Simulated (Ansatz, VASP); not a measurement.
# Ni in VASP and in Ansatz

```xyz
1
Lattice="-1.3860 1.3860 1.3860 1.3860 -1.3860 1.3860 1.3860 1.3860 -1.3860" Properties=species:S:1:pos:R:3 pbc="T T T"
Ni    0.0000    0.0000    0.0000
```

Alike in both runs: task single point; functional PBEsol; k mesh 10 × 10 × 10; collinear spin.

|  | VASP | Ansatz |
| --- | --- | --- |
| version | VASP 6.6.1 | Ansatz 0.2.0 |
| potentials or method | VASP PAW PBE potentials, release 64 (Ni), cutoff 520 eV | plane waves, PAW |
| occupations | fermi-dirac, width 0.1 eV | fermi-dirac |
| valence electrons in the cell | 10 | 18 |

Ansatz gave:

```
pressure (GPa)                                                : -3.6
net moment per atom (μB)                                      : 0.48
size of the moment on the site where the two differ most (μB) : 0.51
```

Problem. What did VASP give for the same quantities?

Solution. Pressure (GPa): -3.6; net moment per atom (μB): 0.46; size of the moment on the site where the two differ most (μB): 0.46.

VASP's potentials were made for PBE, not for PBEsol. Site moments also hang on the region over which each program counts them. VASP's potentials hold 10 valence electrons a cell and Ansatz's 18, so a difference there can come from the potentials and not from the codes. Ansatz's warnings: stress scf threshold loose.
